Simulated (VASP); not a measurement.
# K2BF6 (Fm-3m) in VASP: a series of runs

K2BF6 is run at these levels: PBE; tasks: single point.

Everything below comes from runs of VASP 6.6.1. Logs are shortened: lines on timing, memory, paths and dates and some standing lists are left out, and cuts for length are marked.

## 1. The cell of the first run

It takes space group Fm-3m (No. 225, cubic). The conventional cell has a = 8.027 Å, b = 8.027 Å, c = 8.027 Å, α = 90.00°, β = 90.00°, γ = 90.00°. Within 2.2 Å of F (site symmetry 4mm) lie 1 B at 1.66 Å. Within 2.2 Å of B (site symmetry m-3m) lie 6 F at 1.66 Å. Within 3.8 Å of K (site symmetry -43m) lie 12 F at 2.86 Å and 4 B at 3.48 Å.

## 2. Single point, PBE

Input file INCAR:

```
PREC = Accurate
ENCUT = 600
EDIFF = 1E-6
ISMEAR = -1
SIGMA = 0.0119
LREAL = False
LASPH = True
NELM = 120
ALGO = Normal
ISIF = 2
LWAVE = False
LCHARG = True
GGA = PE
LELF = True
LVHAR = True
NBANDS = 42
GGA_COMPAT = False
```

Input file KPOINTS:

```
Automatic mesh
0
Gamma
  4 4 4
```

Input file POSCAR:

```
K2BF6
1.0
    0.0000000000      4.0133730000      4.0133730000
    4.0133730000      0.0000000000      4.0133730000
    4.0133730000      4.0133730000      0.0000000000
F B K
6 1 2
Direct
    0.7932500000      0.2067500000      0.2067500000
    0.2067500000      0.7932500000      0.2067500000
    0.2067500000      0.7932500000      0.7932500000
    0.7932500000      0.2067500000      0.7932500000
    0.2067500000      0.2067500000      0.7932500000
    0.7932500000      0.7932500000      0.2067500000
    0.0000000000      0.0000000000      0.0000000000
    0.2500000000      0.2500000000      0.2500000000
    0.7500000000      0.7500000000      0.7500000000
```

Potentials or basis: VASP PAW PBE potentials, release 64 (F, B, K_sv).

Started as:

```
> cat potpaw_PBE.64/F/POTCAR potpaw_PBE.64/B/POTCAR potpaw_PBE.64/K_sv/POTCAR > POTCAR
> mpirun -np 1 vasp_std > vasp.out
```

OUTCAR:

```text
PREC = Accurate
   ENCUT = 600
   EDIFF = 1E-6
   ISMEAR = -1
   LREAL = False
   LASPH = True
   NELM = 120
   ISIF = 2
   GGA = PE

 ion  position               nearest neighbor table
   1  0.793  0.207  0.207-   7 1.66
   2  0.207  0.793  0.207-   7 1.66
   3  0.207  0.793  0.793-   7 1.66
   4  0.793  0.207  0.793-   7 1.66
   5  0.207  0.207  0.793-   7 1.66
   6  0.793  0.793  0.207-   7 1.66
   7  0.000  0.000  0.000-   1 1.66   2 1.66   3 1.66   4 1.66   5 1.66   6 1.66
   8  0.250  0.250  0.250-
   9  0.750  0.750  0.750-

  LATTYP: Found a face centered cubic cell.
 ALAT       =     8.0267460000

  Lattice vectors:

 A1 = (   0.0000000000,   4.0133730000,   4.0133730000)
 A2 = (   4.0133730000,   0.0000000000,   4.0133730000)
 A3 = (   4.0133730000,   4.0133730000,   0.0000000000)

Analysis of symmetry for initial positions (statically):
=====================================================================
 Subroutine PRICEL returns:
 Original cell was already a primitive cell.

 Routine SETGRP: Setting up the symmetry group for a
 face centered cubic supercell.

 Subroutine GETGRP returns: Found 48 space group operations
 (whereof 48 operations were pure point group operations)
 out of a pool of 48 trial point group operations.

The static configuration has the point symmetry O_h .

Analysis of symmetry for dynamics (positions and initial velocities):
=====================================================================
 Subroutine PRICEL returns:
 Original cell was already a primitive cell.

 Routine SETGRP: Setting up the symmetry group for a
 face centered cubic supercell.

 Subroutine GETGRP returns: Found 48 space group operations
 (whereof 48 operations were pure point group operations)
 out of a pool of 48 trial point group operations.

The dynamic configuration has the point symmetry O_h .

 Subroutine INISYM returns: Found 48 space group operations
 (whereof 48 operations are pure point group operations),
 and found     1 'primitive' translations

----------------------------------------------------------------------------------------

                                     Primitive cell

  volume of cell :     129.2881

  direct lattice vectors                    reciprocal lattice vectors
     0.000000000  4.013373000  4.013373000    -0.124583486  0.124583486  0.124583486
     4.013373000  0.000000000  4.013373000     0.124583486 -0.124583486  0.124583486
     4.013373000  4.013373000  0.000000000     0.124583486  0.124583486 -0.124583486

  length of vectors
     5.675766527  5.675766527  5.675766527     0.215784928  0.215784928  0.215784928

  position of ions in fractional coordinates (direct lattice)
     0.793250000  0.206750000  0.206750000
     0.206750000  0.793250000  0.206750000
     0.206750000  0.793250000  0.793250000
     0.793250000  0.206750000  0.793250000
     0.206750000  0.206750000  0.793250000
     0.793250000  0.793250000  0.206750000
     0.000000000  0.000000000  0.000000000
     0.250000000  0.250000000  0.250000000
     0.750000000  0.750000000  0.750000000

  ion indices of the primitive-cell ions
   primitive index   ion index
                 1           1
                 2           2
                 3           3
                 4           4
                 5           5
                 6           6
                 7           7
                 8           8
                 9           9

----------------------------------------------------------------------------------------

 KPOINTS: Automatic mesh

Automatic generation of k-mesh.
 Grid dimensions read from file:
 generate k-points for:    4    4    4

 Generating k-lattice:

  Cartesian coordinates                     Fractional coordinates (reciprocal lattice)
    -0.031145872  0.031145872  0.031145872     0.250000000  0.000000000  0.000000000
     0.031145872 -0.031145872  0.031145872     0.000000000  0.250000000  0.000000000
     0.031145872  0.031145872 -0.031145872     0.000000000  0.000000000  0.250000000

  Length of vectors
     0.053946232  0.053946232  0.053946232

  Shift w.r.t. Gamma in fractional coordinates (k-lattice)
     0.000000000  0.000000000  0.000000000

 Subroutine IBZKPT returns following result:
 ===========================================

 Found      8 irreducible k-points:

 Following reciprocal coordinates:
            Coordinates               Weight
  0.000000  0.000000  0.000000      1.000000
  0.250000  0.000000  0.000000      8.000000
  0.500000  0.000000  0.000000      4.000000
  0.250000  0.250000  0.000000      6.000000
  0.500000  0.250000  0.000000     24.000000
 -0.250000  0.250000  0.000000     12.000000
  0.500000  0.500000  0.000000      3.000000
 -0.250000  0.500000  0.250000      6.000000
   k-points           NKPTS =      8   k-points in BZ     NKDIM =      8   number of bands    NBANDS=     42
   number of dos      NEDOS =    301   number of ions     NIONS =      9
   total plane-waves  NPLWV = 110592
   dimension x,y,z NGX =    48 NGY =   48 NGZ =   48
   dimension x,y,z NGXF=    96 NGYF=   96 NGZF=   96
   ions per type =               6   1   2
   NGX,Y,Z   is equivalent  to a cutoff of  14.06, 14.06, 14.06 a.u.
   NGXF,Y,Z  is equivalent  to a cutoff of  28.12, 28.12, 28.12 a.u.
 SYSTEM =  unknown system
   PREC   = accura    normal or accurate (medium, high low for compatibility)
   ISTART =      0    job   : 0-new  1-cont  2-samecut
   ICHARG =      2    charge: 1-file 2-atom 10-const
   ISPIN  =      1    spin polarized calculation?
   LNONCOLLINEAR =      F non collinear calculations
   LSORBIT =      F    spin-orbit coupling
   LASPH  =      T    aspherical Exc in radial PAW
   ENCUT  =  600.0 eV  44.10 Ry    6.64 a.u.  11.34 11.34 11.34*2*pi/ulx,y,z
   NELM   =    120;   NELMIN=  2; NELMDL= -5     # of ELM steps
   EDIFF  = 0.1E-05   stopping-criterion for ELM
   LREAL  =      F    real-space projection
   EDIFFG = 0.1E-04   stopping-criterion for IOM
   NSW    =      0    number of steps for IOM
   IBRION =     -1    ionic relax: 0-MD 1-quasi-New 2-CG
   NFREE  =      0    steps in history (QN), initial steepest desc. (CG)
   ISIF   =      2    stress and relaxation
   ISYM   =      2    0-nonsym 1-usesym 2-fastsym
   POTIM  = 0.5000    time-step for ionic-motion
   TEBEG  =    0.0;   TEEND  =   0.0 temperature during run
   PSTRESS=    0.0 pullay stress
   NELECT =      63.0000    total number of electrons
   NUPDOWN=      -1.0000    fix difference up-down
   EMIN   =  10.00;   EMAX   =-10.00  energy-range for DOS
   EFERMI =   0.00;   METHOD = LEGACY
   ISMEAR =    -1;   SIGMA  =   0.01  broadening in eV -4-tet -1-fermi 0-gaus
   EFERMI_NEDOS =   21; number of points for ismear=-14 and -15
   IALGO  =     38    algorithm
   IMIX   =      4    mixing-type and parameters
     AMIX     =   0.40;   BMIX     =  1.00
     AMIX_MAG =   1.60;   BMIX_MAG =  1.00
  volume/ion in A,a.u.               =      14.37        96.94
  Fermi-wavevector in a.u.,A,eV,Ry     =   1.288256  2.434451 22.580275  1.659603
  Thomas-Fermi vector in A             =   2.420221
   LORBIT       =      0    0 simple, 1 ext, 2 COOP (PROOUT), +10 PAW based schemes
   GGA     = PE    functional components
   LHFCALC =     F    Hartree Fock is set to
   AEXX    =    0.0000 exact exchange contribution
   IVDW    =     0    specifies the selected vdW correction
   LEPSILON=     F    determine dielectric tensor
   LRPA    =     F    only Hartree local field effects (RPA)
 non-spin polarized calculation
  energy-cutoff  :      600.00
  volume of cell :      129.29
 maximum number of plane-waves:      4338
 NGX is ok and might be reduce to    48
   NGX = 23   NGY = 23   NGZ = 23

 number of electron      62.9999990 magnetization

 Free energy of the ion-electron system (eV)
  ---------------------------------------------------
  ext. energy  EPLUGINS =         0.00000000
  ---------------------------------------------------
  free energy    TOTEN  =       -40.17689063 eV

  energy without entropy =      -40.16389526  energy(sigma->0) =      -40.17039295

 E-fermi :  -3.0463     XC(G=0):  -8.8022

 val. band max:       -3.0531131966   @ k =   0.5000   0.2500   0.0000
 cond. band min:      -3.0322584739   @ k =   0.2500   0.0000   0.0000
 fundamental gap:      0.0208547227
 Fermi energy:        -3.0463044426

 k-point     1 :       0.0000    0.0000    0.0000
  band No.  band energies     occupation
      1     -28.5909      2.00000
      2     -28.5344      2.00000
      3     -24.5491      2.00000
      4     -23.3680      2.00000
      5     -23.3680      2.00000
      6     -23.3680      2.00000
[... 34 lines left out ...]
     41       9.8717      0.00000
     42       9.8721      0.00000

 k-point     2 :       0.2500    0.0000    0.0000
  band No.  band energies     occupation
      1     -28.5797      2.00000
      2     -28.5400      2.00000
      3     -24.5519      2.00000
      4     -23.3871      2.00000
      5     -23.3628      2.00000
      6     -23.3628      2.00000
[... 34 lines left out ...]
     41       9.7742      0.00000
     42       9.8389      0.00000

 k-point     3 :       0.5000    0.0000    0.0000
  band No.  band energies     occupation
      1     -28.5574      2.00000
      2     -28.5565      2.00000
      3     -24.5547      2.00000
      4     -23.4062      2.00000
      5     -23.3574      2.00000
      6     -23.3574      2.00000
[... 34 lines left out ...]
     41       9.4592      0.00000
     42       9.4634      0.00000

 k-point     4 :       0.2500    0.2500    0.0000
  band No.  band energies     occupation
      1     -28.5774      2.00000
      2     -28.5403      2.00000
      3     -24.5530      2.00000
      4     -23.3743      2.00000
      5     -23.3743      2.00000
      6     -23.3668      2.00000
[... 34 lines left out ...]
     41       9.9416      0.00000
     42       9.9546      0.00000

 k-point     5 :       0.5000    0.2500    0.0000
  band No.  band energies     occupation
      1     -28.5624      2.00000
      2     -28.5496      2.00000
      3     -24.5559      2.00000
      4     -23.3918      2.00000
      5     -23.3691      2.00000
      6     -23.3632      2.00000
[... 34 lines left out ...]
     41       9.7970      0.00000
     42       9.8638      0.00000

 k-point     6 :      -0.2500    0.2500    0.0000
  band No.  band energies     occupation
      1     -28.5662      2.00000
      2     -28.5477      2.00000
      3     -24.5548      2.00000
      4     -23.3908      2.00000
      5     -23.3734      2.00000
      6     -23.3574      2.00000
[... 34 lines left out ...]
     41       9.5182      0.00000
     42       9.6557      0.00000

 k-point     7 :       0.5000    0.5000    0.0000
  band No.  band energies     occupation
      1     -28.5638      2.00000
      2     -28.5462      2.00000
      3     -24.5572      2.00000
      4     -23.3805      2.00000
      5     -23.3805      2.00000
      6     -23.3647      2.00000
[... 34 lines left out ...]
     41      10.0308      0.00000
     42      10.1003      0.00000

 k-point     8 :      -0.2500    0.5000    0.2500
  band No.  band energies     occupation
      1     -28.5550      2.00000
      2     -28.5550      2.00000
      3     -24.5569      2.00000
      4     -23.3824      2.00000
      5     -23.3726      2.00000
      6     -23.3726      2.00000
[... 34 lines left out ...]
     41       9.8229      0.00000
     42       9.8534      0.00000

------------------------ aborting loop because EDIFF is reached ----------------------------------------

  FORCE on cell =-STRESS in cart. coord.  units (eV):
  Direction    XX          YY          ZZ          XY          YZ          ZX
  --------------------------------------------------------------------------------------
  -------------------------------------------------------------------------------------
  Total       -2.1022108     -2.1022108     -2.1022108     -0.0000000     -0.0000000      0.0000000
  in kB      -26.0512323    -26.0512323    -26.0512323     -0.0000000     -0.0000000      0.0000000
  external PRESSURE =     -26.0512323 kB  Pullay stress =       0.0000000 kB

 VOLUME and BASIS-vectors are now :
 -----------------------------------------------------------------------------
  energy-cutoff  :      600.00
  volume of cell :      129.29
      direct lattice vectors                 reciprocal lattice vectors
     0.000000000  4.013373000  4.013373000    -0.124583486  0.124583486  0.124583486
     4.013373000  0.000000000  4.013373000     0.124583486 -0.124583486  0.124583486
     4.013373000  4.013373000  0.000000000     0.124583486  0.124583486 -0.124583486

 POSITION                                       TOTAL-FORCE (eV/Angst)
 -----------------------------------------------------------------------------------
      1.65953      4.01337      4.01337        -0.792245     -0.000000      0.000000
      4.01337      1.65953      4.01337         0.000000     -0.792245      0.000000
      6.36722      4.01337      4.01337         0.792245     -0.000000      0.000000
      4.01337      6.36722      4.01337         0.000000      0.792245      0.000000
      4.01337      4.01337      1.65953         0.000000     -0.000000     -0.792245
      4.01337      4.01337      6.36722         0.000000     -0.000000      0.792245
      0.00000      0.00000      0.00000         0.000000     -0.000000      0.000000
      2.00669      2.00669      2.00669         0.000000     -0.000000      0.000000
      6.02006      6.02006      6.02006         0.000000     -0.000000     -0.000000
 -----------------------------------------------------------------------------------
    total drift:                                0.000000      0.000000      0.000000

  FREE ENERGIE OF THE ION-ELECTRON SYSTEM (eV)
  ---------------------------------------------------
  free  energy   TOTEN  =       -40.1768906345 eV

  energy  without entropy=      -40.1638952559  energy(sigma->0) =      -40.17039295
```

It took 2.8 min on 1 thread of Intel Xeon 8259CL, shared host; peak memory 0.34 GiB.

Results:

| Quantity | Value |
| --- | --- |
| Free energy | -40.1769 eV |
| Pressure | -2.6 GPa |
| Largest force | 0.792 eV/Å |
| Band gap on the k mesh | zero (an odd number of electrons rules out a gap without spin polarisation) |

Forces in eV/Å, atoms in the order of the input:
```
F   -0.792  0.000  0.000
F    0.000 -0.792  0.000
F    0.792  0.000  0.000
F    0.000  0.792  0.000
F    0.000  0.000 -0.792
F    0.000  0.000  0.792
B    0.000  0.000  0.000
K    0.000  0.000  0.000
K    0.000  0.000  0.000
```

Levels at points of the mesh, in eV from the Fermi level:
| k point | band 27 | band 28 | band 29 | band 30 | band 31 | band 32 | band 33 | band 34 | band 35 | band 36 |
| --- | --- | --- | --- | --- | --- | --- | --- | --- | --- | --- |
| (0.00, 0.00, 0.00) | -0.57 | -0.57 | -0.57 | 0.05 | 0.05 | 0.05 | 7.56 | 10.48 | 10.48 | 10.85 |
| (0.50, 0.00, 0.00) | -0.73 | -0.62 | -0.62 | -0.07 | -0.07 | -0.03 | 9.48 | 9.73 | 11.50 | 11.50 |
| (0.50, 0.50, 0.00) | -0.86 | -0.70 | -0.70 | -0.18 | -0.18 | 0.04 | 10.03 | 10.28 | 11.05 | 11.21 |

Caveat: an odd number of electrons without spin polarisation forces a metal; a magnetic or distorted state may lie lower.

[end of part 1 of 2]

The gap in the log of VASP goes by the Fermi energy; the results here count the filled bands.